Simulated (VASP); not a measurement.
# CuI (P6_3/mmc) in VASP: relaxation of cell and atoms with LDA

Aim: the relaxation of cell and atoms of CuI with LDA.

All numbers are computed with VASP 6.6.1; they aren't measurements. Logs are shortened: lines on timing, memory, paths and dates and some standing lists are left out, and cuts for length are marked.

### Step 1. The cell of the first run

Symmetry: P6_3/mmc, No. 194, hexagonal system. Conventional cell: a = 4.390 Å, b = 4.390 Å, c = 8.096 Å, α = 90.00°, β = 90.00°, γ = 120.00°. Cu (site symmetry -6m2) has 3 I at 2.53 Å within 3.3 Å. I (site symmetry -6m2) has 3 Cu at 2.53 Å within 3.3 Å.

### Step 2. Relaxation of cell and atoms, LDA

File INCAR:

```
SYSTEM = CuI
PREC = Accurate
ENCUT = 600
EDIFF = 1E-6
ISMEAR = -1
SIGMA = 0.02
LREAL = .FALSE.
LASPH = .TRUE.
NELM = 80
ALGO = Normal
ISIF = 3
LWAVE = .FALSE.
LCHARG = .FALSE.
GGA = CA
IBRION = 2
NSW = 80
EDIFFG = -0.005
```

File KPOINTS:

```
regular mesh
0
G
  6 6 4
  0 0 0
```

File POSCAR:

```
CuI
1.0
    4.3900976535      0.0000000000      0.0000000000
   -2.1950488267      3.8019360930      0.0000000000
    0.0000000000      0.0000000000      8.0957259507
Cu I
2 2
Direct
    0.3333333333      0.6666666667      0.2500000000
    0.6666666667      0.3333333333      0.7500000000
    0.6666666667      0.3333333333      0.2500000000
    0.3333333333      0.6666666667      0.7500000000
```

Potentials or basis: VASP PAW LDA potentials, release 64 (Cu, I).

Command:

```bash
cat potpaw_LDA.64/Cu/POTCAR potpaw_LDA.64/I/POTCAR > POTCAR
mpirun -np 1 vasp_std > vasp.out
```

OUTCAR:

```text
SYSTEM = CuI
   PREC = Accurate
   ENCUT = 600
   EDIFF = 1E-6
   ISMEAR = -1
   LREAL = .FALSE.
   LASPH = .TRUE.
   NELM = 80
   ISIF = 3
   GGA = CA
   IBRION = 2
   NSW = 80
   EDIFFG = -0.005

 ion  position               nearest neighbor table
   1  0.333  0.667  0.250-   3 2.53   3 2.53   3 2.53
   2  0.667  0.333  0.750-   4 2.53   4 2.53   4 2.53
   3  0.667  0.333  0.250-   1 2.53   1 2.53   1 2.53
   4  0.333  0.667  0.750-   2 2.53   2 2.53   2 2.53

  LATTYP: Found a hexagonal cell.
 ALAT       =     4.3900976535
 C/A-ratio  =     1.8440878973

  Lattice vectors:

 A1 = (   4.3900976535,   0.0000000000,   0.0000000000)
 A2 = (  -2.1950488267,   3.8019360930,   0.0000000000)
 A3 = (   0.0000000000,   0.0000000000,   8.0957259507)

Analysis of symmetry for initial positions (statically):
=====================================================================
 Subroutine PRICEL returns:
 Original cell was already a primitive cell.

 Routine SETGRP: Setting up the symmetry group for a
 hexagonal supercell.

 Subroutine GETGRP returns: Found 24 space group operations
 (whereof 12 operations were pure point group operations)
 out of a pool of 24 trial point group operations.

The static configuration has the point symmetry D_3d.
 The point group associated with its full space group is D_6h.

Analysis of symmetry for dynamics (positions and initial velocities):
=====================================================================
 Subroutine PRICEL returns:
 Original cell was already a primitive cell.

 Routine SETGRP: Setting up the symmetry group for a
 hexagonal supercell.

 Subroutine GETGRP returns: Found 24 space group operations
 (whereof 12 operations were pure point group operations)
 out of a pool of 24 trial point group operations.

The dynamic configuration has the point symmetry D_3d.
 The point group associated with its full space group is D_6h.

 Subroutine INISYM returns: Found 24 space group operations
 (whereof 12 operations are pure point group operations),
 and found     1 'primitive' translations

----------------------------------------------------------------------------------------

                                     Primitive cell

  volume of cell :     135.1247

  direct lattice vectors                    reciprocal lattice vectors
     4.390097653  0.000000000  0.000000000     0.227785366  0.131511942  0.000000000
    -2.195048827  3.801936093  0.000000000     0.000000000  0.263023885  0.000000000
     0.000000000  0.000000000  8.095725951     0.000000000  0.000000000  0.123521968

  length of vectors
     4.390097653  4.390097653  8.095725951     0.263023885  0.263023885  0.123521968

  position of ions in fractional coordinates (direct lattice)
     0.333333333  0.666666667  0.250000000
     0.666666667  0.333333333  0.750000000
     0.666666667  0.333333333  0.250000000
     0.333333333  0.666666667  0.750000000

  ion indices of the primitive-cell ions
   primitive index   ion index
                 1           1
                 2           2
                 3           3
                 4           4

----------------------------------------------------------------------------------------

 KPOINTS: regular mesh

Automatic generation of k-mesh.
 Grid dimensions read from file:
 generate k-points for:    6    6    4

 Generating k-lattice:

  Cartesian coordinates                     Fractional coordinates (reciprocal lattice)
     0.037964228  0.021918657  0.000000000     0.166666667  0.000000000  0.000000000
     0.000000000  0.043837314  0.000000000     0.000000000  0.166666667  0.000000000
     0.000000000  0.000000000  0.030880492     0.000000000  0.000000000  0.250000000

  Length of vectors
     0.043837314  0.043837314  0.030880492

  Shift w.r.t. Gamma in fractional coordinates (k-lattice)
     0.000000000  0.000000000  0.000000000

 Subroutine IBZKPT returns following result:
 ===========================================

 Found     21 irreducible k-points:

 Following reciprocal coordinates:
            Coordinates               Weight
  0.000000  0.000000  0.000000      1.000000
  0.166667 -0.000000  0.000000      6.000000
  0.333333 -0.000000  0.000000      6.000000
  0.500000 -0.000000  0.000000      3.000000
  0.166667  0.166667  0.000000      6.000000
  0.333333  0.166667  0.000000     12.000000
[... 13 lines left out ...]
  0.333333  0.166667  0.500000     12.000000
  0.333333  0.333333  0.500000      2.000000
   k-points           NKPTS =     21   k-points in BZ     NKDIM =     21   number of bands    NBANDS=     22
   number of dos      NEDOS =    301   number of ions     NIONS =      4
   total plane-waves  NPLWV =  90720
   dimension x,y,z NGX =    36 NGY =   36 NGZ =   70
   dimension x,y,z NGXF=    72 NGYF=   72 NGZF=  140
   ions per type =               2   2
   NGX,Y,Z   is equivalent  to a cutoff of  13.63, 13.63, 14.37 a.u.
   NGXF,Y,Z  is equivalent  to a cutoff of  27.27, 27.27, 28.75 a.u.
 SYSTEM =  CuI
   PREC   = accura    normal or accurate (medium, high low for compatibility)
   ISTART =      0    job   : 0-new  1-cont  2-samecut
   ICHARG =      2    charge: 1-file 2-atom 10-const
   ISPIN  =      1    spin polarized calculation?
   LNONCOLLINEAR =      F non collinear calculations
   LSORBIT =      F    spin-orbit coupling
   LASPH  =      T    aspherical Exc in radial PAW
   ENCUT  =  600.0 eV  44.10 Ry    6.64 a.u.   8.77  8.77 16.17*2*pi/ulx,y,z
   NELM   =     80;   NELMIN=  2; NELMDL= -5     # of ELM steps
   EDIFF  = 0.1E-05   stopping-criterion for ELM
   LREAL  =      F    real-space projection
   EDIFFG = -.5E-02   stopping-criterion for IOM
   NSW    =     80    number of steps for IOM
   IBRION =      2    ionic relax: 0-MD 1-quasi-New 2-CG
   NFREE  =      1    steps in history (QN), initial steepest desc. (CG)
   ISIF   =      3    stress and relaxation
   ISYM   =      2    0-nonsym 1-usesym 2-fastsym
   POTIM  = 0.5000    time-step for ionic-motion
   TEBEG  =    0.0;   TEEND  =   0.0 temperature during run
   PSTRESS=    0.0 pullay stress
   NELECT =      36.0000    total number of electrons
   NUPDOWN=      -1.0000    fix difference up-down
   EMIN   =  10.00;   EMAX   =-10.00  energy-range for DOS
   EFERMI =   0.00;   METHOD = LEGACY
   ISMEAR =    -1;   SIGMA  =   0.02  broadening in eV -4-tet -1-fermi 0-gaus
   EFERMI_NEDOS =   21; number of points for ismear=-14 and -15
   IALGO  =     38    algorithm
   IMIX   =      4    mixing-type and parameters
     AMIX     =   0.40;   BMIX     =  1.00
     AMIX_MAG =   1.60;   BMIX_MAG =  1.00
  volume/ion in A,a.u.               =      33.78       227.97
  Fermi-wavevector in a.u.,A,eV,Ry     =   1.053410  1.990656 15.098010  1.109672
  Thomas-Fermi vector in A             =   2.188530
   LORBIT       =      0    0 simple, 1 ext, 2 COOP (PROOUT), +10 PAW based schemes
   GGA     = CA    functional components
   LHFCALC =     F    Hartree Fock is set to
   AEXX    =    0.0000 exact exchange contribution
   IVDW    =     0    specifies the selected vdW correction
   LEPSILON=     F    determine dielectric tensor
   LRPA    =     F    only Hartree local field effects (RPA)
 conjugate gradient relaxation of ions
 non-spin polarized calculation
  energy-cutoff  :      600.00
  volume of cell :      135.12
 maximum number of plane-waves:      4544
 NGX is ok and might be reduce to    36
   NGX = 17   NGY = 17   NGZ = 33

--------------------------------------- Ionic step        1  -------------------------------------------

 number of electron      36.0000004 magnetization

 Free energy of the ion-electron system (eV)
  ---------------------------------------------------
  ext. energy  EPLUGINS =         0.00000000
  ---------------------------------------------------
  free energy    TOTEN  =       -13.19515683 eV

  energy without entropy =      -13.19515683  energy(sigma->0) =      -13.19515683

------------------------ aborting loop because EDIFF is reached ----------------------------------------

  FORCE on cell =-STRESS in cart. coord.  units (eV):
  Direction    XX          YY          ZZ          XY          YZ          ZX
  --------------------------------------------------------------------------------------
  -------------------------------------------------------------------------------------
  Total       -3.8145625     -3.8145625     -1.3212993     -0.0000000      0.0000000      0.0000000
  in kB      -45.2293683    -45.2293683    -15.6666814     -0.0000000      0.0000000      0.0000000
  external PRESSURE =     -35.3751393 kB  Pullay stress =       0.0000000 kB
[... 95 lines left out ...]
  FREE ENERGIE OF THE ION-ELECTRON SYSTEM (eV)
  ---------------------------------------------------
  free  energy   TOTEN  =       -13.3383616718 eV

  energy  without entropy=      -13.3383616718  energy(sigma->0) =      -13.33836167

 E-fermi :   5.4618     XC(G=0):  -9.6799

 val. band max:        5.0467352394   @ k =   0.0000   0.0000   0.0000
 cond. band min:       5.9998531690   @ k =   0.0000   0.0000   0.0000
 fundamental gap:      0.9531179296
 Fermi energy:         5.4617577873

 k-point     1 :       0.0000    0.0000    0.0000
  band No.  band energies     occupation
      1      -9.3067      2.00000
      2      -8.5479      2.00000
      3      -0.2216      2.00000
      4       0.4764      2.00000
      5       0.4764      2.00000
      6       0.7129      2.00000
[... 499 lines left out ...]
      6       0.3441      2.00000
[... 14 lines left out ...]
     21      10.5483      0.00000
     22      10.5483      0.00000

[... ionic steps 4 to 38 ...]

--------------------------------------- Ionic step       39  -------------------------------------------

 number of electron      36.0000026 magnetization

------------------------ aborting loop because EDIFF is reached ----------------------------------------

  FORCE on cell =-STRESS in cart. coord.  units (eV):
  Direction    XX          YY          ZZ          XY          YZ          ZX
  --------------------------------------------------------------------------------------
  -------------------------------------------------------------------------------------
  Total       -0.0327630     -0.0327630      0.0029991     -0.0000000     -0.0000000      0.0000000
  in kB       -0.5014871     -0.5014871      0.0459055     -0.0000000     -0.0000000      0.0000000
  external PRESSURE =      -0.3190229 kB  Pullay stress =       0.0000000 kB
[... 61 lines left out ...]
  energy  without entropy=      -13.4960946940  energy(sigma->0) =      -13.49609469

--------------------------------------- Ionic step       41  -------------------------------------------

 number of electron      36.0000026 magnetization

 Free energy of the ion-electron system (eV)
  ---------------------------------------------------
  ext. energy  EPLUGINS =         0.00000000
  ---------------------------------------------------
  free energy    TOTEN  =       -13.49609469 eV

  energy without entropy =      -13.49609469  energy(sigma->0) =      -13.49609469

 E-fermi :   5.2277     XC(G=0):  -9.5830

 val. band max:        4.7883959349   @ k =   0.0000   0.0000   0.0000
 cond. band min:       5.7129293790   @ k =   0.0000   0.0000   0.0000
 fundamental gap:      0.9245334442
 Fermi energy:         5.2277116652

 k-point     1 :       0.0000    0.0000    0.0000
  band No.  band energies     occupation
      1      -9.4324      2.00000
      2      -8.7065      2.00000
      3      -0.3343      2.00000
      4       0.3433      2.00000
      5       0.3433      2.00000
      6       0.5823      2.00000
[... 545 lines left out ...]
  FREE ENERGIE OF THE ION-ELECTRON SYSTEM (eV)
  ---------------------------------------------------
  free  energy   TOTEN  =       -13.4960946905 eV

  energy  without entropy=      -13.4960946905  energy(sigma->0) =      -13.49609469

 reached required accuracy - stopping structural energy minimisation
```

Run time: 15 min. Hardware: 1 thread of Intel Xeon 6975P-C (Granite Rapids), shared host; peak memory 0.3 GiB.

Results:

| Quantity | Value |
| --- | --- |
| Free energy | -13.4961 eV |
| Relaxed volume | 26.17 Å³/atom |
| Relaxed cell | a = 4.306 Å, b = 4.306 Å, c = 6.520 Å, α = 90.00°, β = 90.00°, γ = 120.00° |
| Space group after relaxing (to 0.1 Å) | P6_3/mmc (No. 194) |
| Energy gained by relaxing | 75.2 meV/atom |
| Ionic steps | 41 |
| Pressure after relaxing | 0.0 GPa |
| Band gap on the k mesh | 0.92 eV |

The path:
| step | energy change (eV) | largest force (eV/Å) | pressure (GPa) | volume (Å³) |
| --- | --- | --- | --- | --- |
| 1 | 0.0000 | 0.0000 | -3.54 | 135.12 |
| 3 | -0.1432 | 0.0000 | -0.28 | 124.82 |
| 5 | -0.1931 | 0.0000 | -0.33 | 119.57 |
| 7 | -0.2310 | 0.0000 | 3.35 | 96.64 |
| 9 | -0.2914 | 0.0000 | 1.39 | 102.43 |
| 11 | -0.2895 | 0.0000 | -1.19 | 106.62 |
| 13 | -0.3005 | 0.0000 | -0.17 | 105.59 |
| 15 | -0.3009 | 0.0000 | -0.10 | 105.03 |
| 17 | -0.3009 | 0.0000 | -0.19 | 104.64 |
| 19 | -0.3008 | 0.0000 | 0.07 | 104.50 |
| 21 | -0.3009 | 0.0000 | -0.02 | 104.62 |
| 23 | -0.3009 | 0.0000 | 0.08 | 104.51 |
| 25 | -0.3009 | 0.0000 | -0.10 | 104.87 |
| 27 | -0.3009 | 0.0000 | -0.02 | 104.68 |
| 29 | -0.3009 | 0.0000 | -0.02 | 104.67 |
| 31 | -0.3009 | 0.0000 | -0.01 | 104.76 |
| 33 | -0.3009 | 0.0000 | -0.07 | 104.75 |
| 35 | -0.3009 | 0.0000 | -0.06 | 104.69 |
| 37 | -0.3009 | 0.0000 | -0.02 | 104.67 |
| 39 | -0.3009 | 0.0000 | -0.03 | 104.67 |
| 41 | -0.3009 | 0.0000 | -0.01 | 104.67 |

Final structure:
```
CELL_PARAMETERS angstrom
4.30568 0.00000 0.00000
-2.15284 3.72882 0.00000
0.00000 0.00000 6.51957
ATOMIC_POSITIONS crystal
Cu 0.33333 0.66667 0.25000
Cu 0.66667 0.33333 0.75000
I 0.66667 0.33333 0.25000
I 0.33333 0.66667 0.75000
```

Caveat: the volume moved by over 15 % at a fixed basis, so the end points are rough; spin-orbit coupling is left out, which moves the levels of the heavy elements. A k mesh can miss the band edges.
